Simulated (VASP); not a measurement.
# Al (Im-3m) in VASP: further runs

Aim: see how the results for Al move with the level of theory and the settings. Levels: HSE06+D3(BJ), B3LYP+D3(BJ), BLYP+D3(BJ), revPBE, BLYP+D4. Tasks: single point, relaxation of cell and atoms.

All numbers are computed with VASP 6.6.1; they aren't measurements. Logs are shortened: lines on timing, memory, paths and dates and some standing lists are left out, and cuts for length are marked.

## (1) The cell of the first run

The structure is cubic, space group Im-3m (No. 229). The conventional cell has a = 3.182 Å, b = 3.182 Å, c = 3.182 Å, α = 90.00°, β = 90.00°, γ = 90.00°. Within 3.6 Å of Al (site symmetry m-3m) lie 14 Al at 2.76 to 3.18 Å.

This isn't the form of Al at room conditions, which is fcc.

## (2) Single point, HSE06+D3(BJ)

File POSCAR:

```
Al
1.0
   -1.5912186900      1.5912186900      1.5912186900
    1.5912186900     -1.5912186900      1.5912186900
    1.5912186900      1.5912186900     -1.5912186900
Al
1
Direct
    0.0000000000      0.0000000000      0.0000000000
```

File INCAR.step1:

```
SYSTEM = Al
  PREC = Accurate
  ENCUT = 400
  EDIFF = 1E-5
  ISMEAR = -1
  SIGMA = 0.01
  LREAL = .False.
  LASPH = .True.
  NELM = 120
  ALGO = Normal
  ISIF = 2
  LWAVE = .True.
  LCHARG = .False.
  GGA = PE
  NBANDS = 8
  GGA_COMPAT = .False.
```

File INCAR.step2:

```
SYSTEM = Al
  PREC = Accurate
  ENCUT = 400
  EDIFF = 1E-6
  ISMEAR = -1
  SIGMA = 0.01
  LREAL = .False.
  LASPH = .True.
  NELM = 120
  ALGO = Normal
  ISIF = 2
  LWAVE = .False.
  LCHARG = .False.
  GGA = PE
  LHFCALC = .True.
  HFSCREEN = 0.2079
  PRECFOCK = Normal
  IVDW = 12
  VDW_S6 = 1.0
  VDW_S8 = 2.31
  VDW_A1 = 0.383
  VDW_A2 = 5.685
  ISTART = 1
  NBANDS = 8
  GGA_COMPAT = .False.
```

File KPOINTS:

```
Automatic mesh
0
Gamma
  7 7 7
  0 0 0
```

Potentials or basis: VASP PAW PBE potentials, release 64 (Al).

Run with:

```console
$ cat potpaw_PBE.64/Al/POTCAR > POTCAR
$ cp INCAR.step1 INCAR
$ mpirun -np 1 vasp_std > vasp.out
$ cp INCAR.step2 INCAR
$ mpirun -np 1 vasp_std > vasp.out
```

OUTCAR:

```text
SYSTEM = Al
   PREC = Accurate
   ENCUT = 400
   EDIFF = 1E-6
   ISMEAR = -1
   LREAL = .False.
   LASPH = .True.
   NELM = 120
   ISIF = 2
   GGA = PE
   LHFCALC = .True.
   HFSCREEN = 0.2079
   PRECFOCK = Normal
   IVDW = 12
   ISTART = 1
 IVDW          = 12

 ion  position               nearest neighbor table
   1  0.000  0.000  0.000-

  LATTYP: Found a body centered cubic cell.
 ALAT       =     3.1824373800

  Lattice vectors:

 A1 = (  -1.5912186900,   1.5912186900,   1.5912186900)
 A2 = (   1.5912186900,  -1.5912186900,   1.5912186900)
 A3 = (   1.5912186900,   1.5912186900,  -1.5912186900)

Analysis of symmetry for initial positions (statically):
=====================================================================
 Subroutine PRICEL returns:
 Original cell was already a primitive cell.

 Routine SETGRP: Setting up the symmetry group for a
 body centered cubic supercell.

 Subroutine GETGRP returns: Found 48 space group operations
 (whereof 48 operations were pure point group operations)
 out of a pool of 48 trial point group operations.

The static configuration has the point symmetry O_h .

Analysis of symmetry for dynamics (positions and initial velocities):
=====================================================================
 Subroutine PRICEL returns:
 Original cell was already a primitive cell.

 Routine SETGRP: Setting up the symmetry group for a
 body centered cubic supercell.

 Subroutine GETGRP returns: Found 48 space group operations
 (whereof 48 operations were pure point group operations)
 out of a pool of 48 trial point group operations.

The dynamic configuration has the point symmetry O_h .

 Subroutine INISYM returns: Found 48 space group operations
 (whereof 48 operations are pure point group operations),
 and found     1 'primitive' translations

----------------------------------------------------------------------------------------

                                     Primitive cell

  volume of cell :      16.1157

  direct lattice vectors                    reciprocal lattice vectors
    -1.591218690  1.591218690  1.591218690     0.000000000  0.314224565  0.314224565
     1.591218690 -1.591218690  1.591218690     0.314224565  0.000000000  0.314224565
     1.591218690  1.591218690 -1.591218690     0.314224565  0.314224565  0.000000000

  length of vectors
     2.756071617  2.756071617  2.756071617     0.444380641  0.444380641  0.444380641

[... 82 lines left out ...]
   TEBEG  =    0.0;   TEEND  =   0.0 temperature during run
   PSTRESS=    0.0 pullay stress
   NELECT =       3.0000    total number of electrons
   NUPDOWN=      -1.0000    fix difference up-down
   EMIN   =  10.00;   EMAX   =-10.00  energy-range for DOS
   EFERMI =   0.00;   METHOD = LEGACY
   ISMEAR =    -1;   SIGMA  =   0.01  broadening in eV -4-tet -1-fermi 0-gaus
   EFERMI_NEDOS =   21; number of points for ismear=-14 and -15
   IALGO  =     38    algorithm
   IMIX   =      1    mixing-type and parameters
     AMIX     =   0.40;   BMIX     =  1.00
     AMIX_MAG =   1.60;   BMIX_MAG =  1.00
  volume/ion in A,a.u.               =      16.12       108.75
  Fermi-wavevector in a.u.,A,eV,Ry     =   0.934757  1.766435 11.888371  0.873771
  Thomas-Fermi vector in A             =   2.061595
   LORBIT       =      0    0 simple, 1 ext, 2 COOP (PROOUT), +10 PAW based schemes
   GGA     = PE    functional components
   LHFCALC =     T    Hartree Fock is set to
   PRECFOCK=normal    Normal, Fast or Accurate (Low or Medium for compatibility)
   ENCUT4O =  -1.0   cutoff for four orbital integrals eV
   NKREDX  =     1    reduce k-point grid by
   NKREDY  =     1    reduce k-point grid by
   NKREDZ  =     1    reduce k-point grid by
   AEXX    =    0.2500 exact exchange contribution
   HFSCREEN=    0.2079 screening length (either q_TF or 0.3 A-1)
   HFSCREENC=   0.2079 screening length for correlation (either q_TF or 0.3 A-1)
   ENCUTFOCK=  -1.0 apply spherical cutoff to Coloumb kernel
   IVDW    =    12    specifies the selected vdW correction
   LEPSILON=     F    determine dielectric tensor
   LRPA    =     F    only Hartree local field effects (RPA)
 non-spin polarized calculation
  energy-cutoff  :      400.00
  volume of cell :       16.12
 maximum number of plane-waves:       321
 NGX is ok and might be reduce to    18
  NGX = 14; NGY = 14; NGZ = 14

 number of electron       3.0000000 magnetization

 Free energy of the ion-electron system (eV)
  ---------------------------------------------------
  ext. energy  EPLUGINS =         0.00000000
  ---------------------------------------------------
  free energy    TOTEN  =        -3.95886697 eV

  energy without entropy =       -3.95795719  energy(sigma->0) =       -3.95841208

 E-fermi :   8.3813     XC(G=0):  -8.4818

 val. band max:        8.3752764140   @ k =   0.2857   0.2857   0.0000
 cond. band min:       8.4969522930   @ k =  -0.4286   0.4286   0.2857
 fundamental gap:      0.1216758790
 Fermi energy:         8.3812837384

 k-point     1 :       0.0000    0.0000    0.0000
  band No.  band energies     occupation
      1      -4.6311      2.00000
      2      22.8148      0.00000
      3      22.8148      0.00000
      4      22.8148      0.00000
      5      24.4754      0.00000
      6      24.4754      0.00000
      7      24.4754      0.00000
      8      25.8831      0.00000
[... 199 lines left out ...]
 k-point    20 :      -0.4286    0.4286    0.4286
  band No.  band energies     occupation
      1       7.1546      2.00000
      2      10.7504      0.00000
      3      10.7504      0.00000
      4      11.8655      0.00000
      5      13.6430      0.00000
      6      16.6814      0.00000
      7      33.1749      0.00000
      8      34.0139      0.00000

------------------------ aborting loop because EDIFF is reached ----------------------------------------

 Edisp (eV)   -0.44279

 E8    (eV) :    -0.2955

  FORCE on cell =-STRESS in cart. coord.  units (eV):
  Direction    XX          YY          ZZ          XY          YZ          ZX
  --------------------------------------------------------------------------------------
  -------------------------------------------------------------------------------------
  Total      -0.18334    -0.18334    -0.18334    -0.00000    -0.00000    -0.00000
  in kB     -18.22759   -18.22759   -18.22759    -0.00000    -0.00000    -0.00000
  external pressure =      -18.23 kB  Pullay stress =        0.00 kB

 VOLUME and BASIS-vectors are now :
 -----------------------------------------------------------------------------
  energy-cutoff  :      400.00
  volume of cell :       16.12
      direct lattice vectors                 reciprocal lattice vectors
    -1.591218690  1.591218690  1.591218690     0.000000000  0.314224565  0.314224565
     1.591218690 -1.591218690  1.591218690     0.314224565  0.000000000  0.314224565
     1.591218690  1.591218690 -1.591218690     0.314224565  0.314224565  0.000000000

 POSITION                                       TOTAL-FORCE (eV/Angst)
 -----------------------------------------------------------------------------------
      0.00000      0.00000      0.00000        -0.000000      0.000000     -0.000000
 -----------------------------------------------------------------------------------
    total drift:                                0.000000     -0.000000      0.000000

  FREE ENERGIE OF THE ION-ELECTRON SYSTEM (eV)
  ---------------------------------------------------
  free  energy   TOTEN  =        -4.4016606522 eV

  energy  without entropy=       -4.4007508735  energy(sigma->0) =       -4.40120576
```

OUTCAR.step1:

```text
SYSTEM = Al
   PREC = Accurate
   ENCUT = 400
   EDIFF = 1E-5
   ISMEAR = -1
   LREAL = .False.
[... 431 lines left out ...]
 -----------------------------------------------------------------------------------
      0.00000      0.00000      0.00000        -0.000000      0.000000     -0.000000
 -----------------------------------------------------------------------------------
    total drift:                                0.000000      0.000000      0.000000

  FREE ENERGIE OF THE ION-ELECTRON SYSTEM (eV)
  ---------------------------------------------------
  free  energy   TOTEN  =        -3.6152558770 eV

  energy  without entropy=       -3.6143450891  energy(sigma->0) =       -3.61480048
```

It took 84 s on 1 thread of Intel Xeon Platinum 8259CL at 2.50GHz (Skylake/Cascade Lake), shared host; peak memory 0.22 GiB.

Results:

- Free energy: -4.4017 eV
- Pressure: -1.8 GPa
- Band gap on the k mesh: zero (an odd number of electrons rules out a gap without spin polarisation)
- Dispersion energy per atom: -0.443 eV

Caveat: the k points lie up to 0.40 Å⁻¹ apart, too coarse for converged energies and pressures of a metal; three body term missing; the PAW data sets were made with another functional, which shifts forces and pressure a little.

## (3) Single point, B3LYP+D3(BJ)

POSCAR is that of step 2.

File INCAR.step1:

```
PREC = Accurate
ENCUT = 400
EDIFF = 1E-5
ISMEAR = 1
SIGMA = 0.05
LREAL = F
LASPH = T
NELM = 120
ALGO = Normal
ISIF = 2
LWAVE = T
NBANDS = 8
GGA = PE
GGA_COMPAT = F
```

File INCAR.step2:

```
PREC = Accurate
ENCUT = 400
EDIFF = 1E-6
ISMEAR = 1
SIGMA = 0.05
LREAL = F
LASPH = T
NELM = 120
ALGO = Normal
ISIF = 2
LWAVE = F
LCHARG = T
GGA = B3
LHFCALC = T
AEXX = 0.2
AGGAX = 0.72
AGGAC = 0.81
ALDAC = 0.19
PRECFOCK = Normal
IVDW = 12
LELF = T
LVHAR = T
NBANDS = 8
ISTART = 1
GGA_COMPAT = F
```

File KPOINTS:

```
regular mesh
0
Gamma
  8 8 8
```

Potentials or basis: VASP PAW PBE potentials, release 64 (Al).

Run with:

```console
$ cat potpaw_PBE.64/Al/POTCAR > POTCAR
$ cp INCAR.step1 INCAR
$ mpirun -np 1 vasp_std > vasp.out
$ cp INCAR.step2 INCAR
$ mpirun -np 1 vasp_std > vasp.out
```

Wall time 2.5 min (1 thread of Intel Xeon Platinum 8259CL at 2.50GHz (Skylake/Cascade Lake), shared host); peak memory 0.13 GiB.

The run converged. Its results:

| Item | Value |
| --- | --- |
| Free energy | -3.8413 eV |
| Pressure | -0.2 GPa |
| Band gap on the k mesh | zero (an odd number of electrons rules out a gap without spin polarisation) |
| Dispersion energy per atom | -0.679 eV |

Levels at points of the mesh, in eV from the Fermi level:
```
           k point  band 1  band 2  band 3  band 4  band 5  band 6
(0.00, 0.00, 0.00)  -13.22   14.27   14.27   14.27   15.73   15.73
(0.50, 0.00, 0.00)   -5.52   -5.01    8.88    9.04   10.83   12.37
(0.50, 0.50, 0.50)    3.19    3.19    3.19    4.41    4.41    6.96
```

Caveat: the PAW data sets were made with another functional, which shifts forces and pressure a little.

(Part 1 of 2 ends here.)
